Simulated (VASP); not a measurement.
# Co (P6_3/mmc) in VASP: notebook

Runs on Co. Level: PBE. Tasks: single point.

Program: VASP 6.6.1. These are calculated values, not measurements. Logs are shortened: lines on timing, memory, paths and dates and some standing lists are left out, and cuts for length are marked.

## Step 1: The cell of the first run

Symmetry: P6_3/mmc, No. 194, hexagonal system. Conventional cell: a = 2.493 Å, b = 2.493 Å, c = 4.133 Å, α = 90.00°, β = 90.00°, γ = 120.00°. Within 3.3 Å of Co (site symmetry -6m2) lie 12 Co at 2.49 to 2.52 Å.

## Step 2: Single point, PBE, collinear spin, ferromagnetic start

File INCAR:

```
SYSTEM = Co
PREC = Accurate
ENCUT = 520
EDIFF = 1E-6
ISMEAR = 0
SIGMA = 0.15
LREAL = .FALSE.
LASPH = .TRUE.
NELM = 150
ALGO = Fast
ISIF = 2
LWAVE = .FALSE.
LCHARG = .TRUE.
ISPIN = 2
MAGMOM = 1.86 1.86
LORBIT = 11
LMAXMIX = 4
GGA = PE
LELF = .TRUE.
LVHAR = .TRUE.
NBANDS = 20
```

File KPOINTS:

```
Automatic mesh
0
G
  21 21 12
  0 0 0
```

File POSCAR:

```
Co
1.0
    2.4933810334      0.0000000000      0.0000000000
   -1.2466905167      2.1593313163      0.0000000000
    0.0000000000      0.0000000000      4.1331000000
Co
2
Direct
    0.3333333333      0.6666666667      0.2500000000
    0.6666666667      0.3333333333      0.7500000000
```

Potentials or basis: VASP PAW PBE potentials, release 64 (Co).

The run is started by

```console
cat potpaw_PBE.64/Co/POTCAR > POTCAR
mpirun -np 1 vasp_std > vasp.out
```

OUTCAR:

```text
SYSTEM = Co
   PREC = Accurate
   ENCUT = 520
   EDIFF = 1E-6
   ISMEAR = 0
   LREAL = .FALSE.
   LASPH = .TRUE.
   NELM = 150
   ISIF = 2
   ISPIN = 2
   LORBIT = 11
   GGA = PE

 ion  position               nearest neighbor table
   1  0.333  0.667  0.250-   2 2.52   2 2.52   2 2.52   2 2.52   2 2.52   2 2.52
   2  0.667  0.333  0.750-   1 2.52   1 2.52   1 2.52   1 2.52   1 2.52   1 2.52

  LATTYP: Found a hexagonal cell.
 ALAT       =     2.4933810334
 C/A-ratio  =     1.6576287156

  Lattice vectors:

 A1 = (   2.4933810334,   0.0000000000,   0.0000000000)
 A2 = (  -1.2466905167,   2.1593313163,   0.0000000000)
 A3 = (   0.0000000000,   0.0000000000,   4.1331000000)

Analysis of symmetry for initial positions (statically):
=====================================================================
 Subroutine PRICEL returns:
 Original cell was already a primitive cell.

 Routine SETGRP: Setting up the symmetry group for a
 hexagonal supercell.

 Subroutine GETGRP returns: Found 24 space group operations
 (whereof 12 operations were pure point group operations)
 out of a pool of 24 trial point group operations.

The static configuration has the point symmetry D_3d.
 The point group associated with its full space group is D_6h.

Analysis of symmetry for dynamics (positions and initial velocities):
=====================================================================
 Subroutine PRICEL returns:
 Original cell was already a primitive cell.

 Routine SETGRP: Setting up the symmetry group for a
 hexagonal supercell.

 Subroutine GETGRP returns: Found 24 space group operations
 (whereof 12 operations were pure point group operations)
 out of a pool of 24 trial point group operations.

The dynamic configuration has the point symmetry D_3d.
 The point group associated with its full space group is D_6h.

Analysis of structural, dynamic, and magnetic symmetry:
=====================================================================
 Subroutine PRICEL returns:
 Original cell was already a primitive cell.

 Routine SETGRP: Setting up the symmetry group for a
 hexagonal supercell.

 Subroutine GETGRP returns: Found 24 space group operations
 (whereof 12 operations were pure point group operations)
 out of a pool of 24 trial point group operations.

The overall configuration has the point symmetry D_3d.
 The point group associated with its full space group is D_6h.

 Subroutine INISYM returns: Found 24 space group operations
 (whereof 12 operations are pure point group operations),
 and found     1 'primitive' translations

----------------------------------------------------------------------------------------

                                     Primitive cell

  volume of cell :      22.2528

  direct lattice vectors                    reciprocal lattice vectors
     2.493381033  0.000000000  0.000000000     0.401061846  0.231553165  0.000000000
    -1.246690517  2.159331316  0.000000000     0.000000000  0.463106329  0.000000000
     0.000000000  0.000000000  4.133100000     0.000000000  0.000000000  0.241949142

  length of vectors
     2.493381033  2.493381033  4.133100000     0.463106329  0.463106329  0.241949142

  position of ions in fractional coordinates (direct lattice)
     0.333333333  0.666666667  0.250000000
     0.666666667  0.333333333  0.750000000

  ion indices of the primitive-cell ions
   primitive index   ion index
                 1           1
                 2           2

----------------------------------------------------------------------------------------

 KPOINTS: Automatic mesh

Automatic generation of k-mesh.
 Grid dimensions read from file:
 generate k-points for:   21   21   12

 Generating k-lattice:

  Cartesian coordinates                     Fractional coordinates (reciprocal lattice)
     0.019098183  0.011026341  0.000000000     0.047619048 -0.000000000  0.000000000
     0.000000000  0.022052682  0.000000000     0.000000000  0.047619048  0.000000000
     0.000000000  0.000000000  0.020162429     0.000000000  0.000000000  0.083333333

  Length of vectors
     0.022052682  0.022052682  0.020162429

  Shift w.r.t. Gamma in fractional coordinates (k-lattice)
     0.000000000  0.000000000  0.000000000

 Subroutine IBZKPT returns following result:
 ===========================================

 Found    336 irreducible k-points:

 Following reciprocal coordinates:
            Coordinates               Weight
  0.000000  0.000000  0.000000      1.000000
  0.047619  0.000000  0.000000      6.000000
  0.095238 -0.000000  0.000000      6.000000
  0.142857  0.000000  0.000000      6.000000
  0.190476 -0.000000  0.000000      6.000000
  0.238095  0.000000  0.000000      6.000000
[... 16 lines left out ...]
  0.142857  0.095238  0.000000     12.000000
  0.190476  0.095238  0.000000     12.000000
 [... further k-points ...]
   k-points           NKPTS =    336   k-points in BZ     NKDIM =    336   number of bands    NBANDS=     20
   number of dos      NEDOS =    301   number of ions     NIONS =      2
   total plane-waves  NPLWV =  12800
   dimension x,y,z NGX =    20 NGY =   20 NGZ =   32
   dimension x,y,z NGXF=    40 NGYF=   40 NGZF=   64
   ions per type =               2
   NGX,Y,Z   is equivalent  to a cutoff of  13.33, 13.33, 12.87 a.u.
   NGXF,Y,Z  is equivalent  to a cutoff of  26.67, 26.67, 25.74 a.u.
 SYSTEM =  Co
   PREC   = accura    normal or accurate (medium, high low for compatibility)
   ISTART =      0    job   : 0-new  1-cont  2-samecut
   ICHARG =      2    charge: 1-file 2-atom 10-const
   ISPIN  =      2    spin polarized calculation?
   LNONCOLLINEAR =      F non collinear calculations
   LSORBIT =      F    spin-orbit coupling
   LASPH  =      T    aspherical Exc in radial PAW
   ENCUT  =  520.0 eV  38.22 Ry    6.18 a.u.   4.64  4.64  7.68*2*pi/ulx,y,z
   NELM   =    150;   NELMIN=  2; NELMDL= -5     # of ELM steps
   EDIFF  = 0.1E-05   stopping-criterion for ELM
   LREAL  =      F    real-space projection
   EDIFFG = 0.1E-04   stopping-criterion for IOM
   NSW    =      0    number of steps for IOM
   IBRION =     -1    ionic relax: 0-MD 1-quasi-New 2-CG
   NFREE  =      0    steps in history (QN), initial steepest desc. (CG)
   ISIF   =      2    stress and relaxation
   ISYM   =      2    0-nonsym 1-usesym 2-fastsym
   POTIM  = 0.5000    time-step for ionic-motion
   TEBEG  =    0.0;   TEEND  =   0.0 temperature during run
   PSTRESS=    0.0 pullay stress
   NELECT =      18.0000    total number of electrons
   NUPDOWN=      -1.0000    fix difference up-down
   EMIN   =  10.00;   EMAX   =-10.00  energy-range for DOS
   EFERMI =   0.00;   METHOD = LEGACY
   ISMEAR =     0;   SIGMA  =   0.15  broadening in eV -4-tet -1-fermi 0-gaus
   EFERMI_NEDOS =   21; number of points for ismear=-14 and -15
   IALGO  =     68    algorithm
   IMIX   =      4    mixing-type and parameters
     AMIX     =   0.40;   BMIX     =  1.00
     AMIX_MAG =   1.60;   BMIX_MAG =  1.00
  volume/ion in A,a.u.               =      11.13        75.08
  Fermi-wavevector in a.u.,A,eV,Ry     =   1.525355  2.882504 31.656800  2.326709
  Thomas-Fermi vector in A             =   2.633537
   LORBIT       =     11    0 simple, 1 ext, 2 COOP (PROOUT), +10 PAW based schemes
   GGA     = PE    functional components
   LHFCALC =     F    Hartree Fock is set to
   AEXX    =    0.0000 exact exchange contribution
   IVDW    =     0    specifies the selected vdW correction
   LEPSILON=     F    determine dielectric tensor
   LRPA    =     F    only Hartree local field effects (RPA)
 spin polarized calculation
 RMM-DIIS sequential band-by-band and
 Gauss-broadening in eV      SIGMA  =   0.15
  energy-cutoff  :      520.00
  volume of cell :       22.25
 maximum number of plane-waves:       614
 NGX is ok and might be reduce to    20
   NGX =  9   NGY =  9   NGZ = 15

 number of electron      18.0000003 magnetization       3.2545692

 Free energy of the ion-electron system (eV)
  ---------------------------------------------------
  ext. energy  EPLUGINS =         0.00000000
  ---------------------------------------------------
  free energy    TOTEN  =       -14.06195564 eV

  energy without entropy =      -14.03937054  energy(sigma->0) =      -14.05066309

 E-fermi :   9.9155     XC(G=0): -13.2567

 val. band max:        9.9153043136   @ k =   0.1429   0.0476   0.1667
 cond. band min:       9.9213351128   @ k =   0.2381   0.0000   0.2500
 fundamental gap:      0.0060307992
 Fermi energy:         9.9155340444

 spin component 1

 k-point     1 :       0.0000    0.0000    0.0000
  band No.  band energies     occupation
      1       1.1433      1.00000
      2       4.8635      1.00000
      3       7.2100      1.00000
      4       7.3597      1.00000
      5       7.3597      1.00000
      6       7.6317      1.00000
[... 12 lines left out ...]
     19      35.8491      0.00000
     20      35.8491      0.00000

 k-point     2 :       0.0476    0.0000    0.0000
  band No.  band energies     occupation
      1       1.2230      1.00000
      2       4.9136      1.00000
      3       7.1667      1.00000
      4       7.3941      1.00000
      5       7.3965      1.00000
      6       7.6122      1.00000
[... 12 lines left out ...]
     19      36.9761      0.00000
     20      37.4061      0.00000

 k-point     3 :       0.0952   -0.0000    0.0000
  band No.  band energies     occupation
      1       1.4596      1.00000
      2       5.0566      1.00000
      3       7.0649      1.00000
      4       7.4614      1.00000
      5       7.5048      1.00000
      6       7.5722      1.00000
[... 12 lines left out ...]
     19      36.4603      0.00000
     20      38.6444      0.00000

 k-point     4 :       0.1429    0.0000    0.0000
  band No.  band energies     occupation
      1       1.8449      1.00000
      2       5.2676      1.00000
      3       6.9334      1.00000
      4       7.3415      1.00000
      5       7.4317      1.00000
      6       7.6479      1.00000
[... 429 lines left out ...]
 k-point    23 :       0.1429    0.0952    0.0000
  band No.  band energies     occupation
      1       2.5812      1.00000
      2       5.6098      1.00000
      3       6.6964      1.00000
      4       6.7790      1.00000
      5       7.3616      1.00000
      6       7.5613      1.00000
[... 12 lines left out ...]
     19      34.8587      0.00000
     20      37.0060      0.00000

 k-point    24 :       0.1905    0.0952    0.0000
  band No.  band energies     occupation
      1       3.1938      1.00000
      2       5.7802      1.00000
      3       6.4396      1.00000
      4       6.5915      1.00000
      5       7.3110      1.00000
      6       7.4396      1.00000
[... 12 lines left out ...]
     19      34.6895      0.00000
     20      35.6552      0.00000

 [... further k-points ...]

 spin component 2

 k-point     1 :       0.0000    0.0000    0.0000
  band No.  band energies     occupation
      1       1.1345      1.00000
      2       5.7844      1.00000
      3       8.8223      1.00000
      4       9.0052      1.00000
      5       9.0052      1.00000
      6       9.3256      1.00000
[... 12 lines left out ...]
     19      36.1279      0.00000
     20      36.1279      0.00000

 k-point     2 :       0.0476    0.0000    0.0000
  band No.  band energies     occupation
      1       1.2144      1.00000
      2       5.8415      1.00000
      3       8.7723      1.00000
      4       9.0405      1.00000
      5       9.0457      1.00000
      6       9.2780      1.00000
[... 12 lines left out ...]
     19      37.2704      0.00000
     20      37.6358      0.00000

 k-point     3 :       0.0952   -0.0000    0.0000
  band No.  band energies     occupation
      1       1.4521      1.00000
      2       6.0057      1.00000
      3       8.6482      1.00000
      4       8.8323      1.00000
      5       9.1121      1.00000
      6       9.1651      1.00000
[... 12 lines left out ...]
     19      36.3523      0.00000
     20      38.9135      0.00000

 k-point     4 :       0.1429    0.0000    0.0000
  band No.  band energies     occupation
      1       1.8406      1.00000
      2       6.2542      1.00000
      3       8.3805      1.00000
      4       8.4785      1.00000
      5       9.0702      1.00000
      6       9.3134      1.00000
[... 429 lines left out ...]
 k-point    23 :       0.1429    0.0952    0.0000
  band No.  band energies     occupation
      1       2.5895      1.00000
      2       6.6707      1.00000
      3       7.8626      1.00000
      4       8.1776      1.00000
      5       8.9588      1.00000
      6       9.2824      1.00000
[... 12 lines left out ...]
     19      34.9844      0.00000
     20      37.1025      0.00000

 k-point    24 :       0.1905    0.0952    0.0000
  band No.  band energies     occupation
      1       3.2256      1.00000
      2       6.9166      1.00000
      3       7.5667      1.00000
      4       8.0031      1.00000
      5       8.8742      1.00000
      6       9.1291      1.00000
[... 12 lines left out ...]
     19      34.9180      0.00000
     20      36.0475      0.00000

 [... further k-points ...]
[... 5 lines left out ...]
  --------------------------------------------------------------------------------------
  -------------------------------------------------------------------------------------
  Total       -0.4347443     -0.4347443     -1.3377516      0.0000000      0.0000000      0.0000000
  in kB      -31.3011724    -31.3011724    -96.3168351      0.0000000      0.0000000      0.0000000
  external PRESSURE =     -52.9730600 kB  Pullay stress =       0.0000000 kB

 VOLUME and BASIS-vectors are now :
 -----------------------------------------------------------------------------
  energy-cutoff  :      520.00
  volume of cell :       22.25
      direct lattice vectors                 reciprocal lattice vectors
     2.493381033  0.000000000  0.000000000     0.401061846  0.231553165  0.000000000
    -1.246690517  2.159331316  0.000000000     0.000000000  0.463106329  0.000000000
     0.000000000  0.000000000  4.133100000     0.000000000  0.000000000  0.241949142

 POSITION                                       TOTAL-FORCE (eV/Angst)
 -----------------------------------------------------------------------------------
     -0.00000      1.43955      1.03327         0.000000     -0.000000      0.000000
      1.24669      0.71978      3.09983        -0.000000      0.000000      0.000000
 -----------------------------------------------------------------------------------
    total drift:                               -0.000000      0.000000     -0.000000

  FREE ENERGIE OF THE ION-ELECTRON SYSTEM (eV)
  ---------------------------------------------------
  free  energy   TOTEN  =       -14.0619556413 eV

  energy  without entropy=      -14.0393705383  energy(sigma->0) =      -14.05066309

 total charge

# of ion       s       p       d       tot
------------------------------------------
    1        0.479   0.500   7.246   8.225
    2        0.479   0.500   7.246   8.225
--------------------------------------------------
tot          0.957   1.001  14.492  16.450

 magnetization (x)

# of ion       s       p       d       tot
------------------------------------------
    1       -0.014  -0.053   1.719   1.652
    2       -0.014  -0.053   1.719   1.652
--------------------------------------------------
tot         -0.028  -0.106   3.438   3.304
```

Wall time 2.4 min (1 thread of AMD EPYC 9R45 (Zen 5), shared host); peak memory 0.28 GiB.

Results:

```yaml
Free_energy: -14.0620 eV
Pressure: -5.3 GPa
Net_moment: 3.25 μB per cell
Site_moments: Co +1.65 μB
Valence_electrons_inside_the_program's_atomic_spheres: Co 8.22
```

Stress tensor (GPa, compression positive):
```
-3.13  0.00  0.00
 0.00 -3.13  0.00
 0.00  0.00 -9.63
```

## Step 3: Single point, PBE, collinear spin, ferromagnetic start

This run uses another cell than the first one, of 9.55 Å³/atom, 0.858 times its volume.

File INCAR:

```
  ALGO = Normal
  EDIFF = 1E-6
  ENCUT = 520
  GGA = PE
  ISIF = 2
  ISMEAR = 0
  ISPIN = 2
  LASPH = True
  LCHARG = True
  LELF = True
  LMAXMIX = 4
  LORBIT = 11
  LREAL = False
  LVHAR = True
  LWAVE = False
  MAGMOM = 1.86 1.86
  NBANDS = 20
  NELM = 150
  PREC = Accurate
  SIGMA = 0.15
```

File KPOINTS:

```
k-points
0
Gamma
  21 21 12
```

File POSCAR:

```
Co
1.0
    2.3687000000      0.0000000000      0.0000000000
   -1.1843500000      2.0513543739      0.0000000000
    0.0000000000      0.0000000000      3.9315000000
Co
2
Direct
    0.3333333333      0.6666666667      0.2500000000
    0.6666666667      0.3333333333      0.7500000000
```

Potentials or basis: VASP PAW PBE potentials, release 64 (Co).

The run is started by

```console
cat potpaw_PBE.64/Co/POTCAR > POTCAR
mpirun -np 1 vasp_std > vasp.out
```

Run time: 88 s. Hardware: 1 thread of Intel Xeon 6975P-C (Granite Rapids), shared host; peak memory 0.28 GiB.

It converged, with:

* Free energy: -13.8173 eV
* Pressure: 36.0 GPa
* Net moment: 3.04 μB per cell
* Site moments: Co +1.51 μB
* Valence electrons inside the program's atomic spheres: Co 8.55

Stress tensor (GPa, compression positive):
```
40.18  0.00  0.00
 0.00 40.18  0.00
 0.00  0.00 27.74
```

Levels at points of the mesh, in eV from the Fermi level:
Spin up:
| k point | band 8 | band 9 | band 10 | band 11 | band 12 | band 13 |
| --- | --- | --- | --- | --- | --- | --- |
| (0.00, 0.00, 0.00) | -1.86 | -1.86 | -0.63 | -0.63 | -0.45 | 7.19 |
| (0.00, 0.00, 0.50) | -2.80 | -1.00 | -1.00 | -1.00 | -1.00 | 15.86 |
Spin down:
```csv
k point,band 4,band 5,band 6,band 7,band 8,band 9,band 10,band 11
"(0.00, 0.00, 0.00)",-1.22,-1.22,-0.82,-0.82,-0.47,-0.15,-0.15,1.18
"(0.00, 0.00, 0.50)",-2.01,-1.26,-1.26,-1.26,-1.26,0.78,0.78,0.78
```
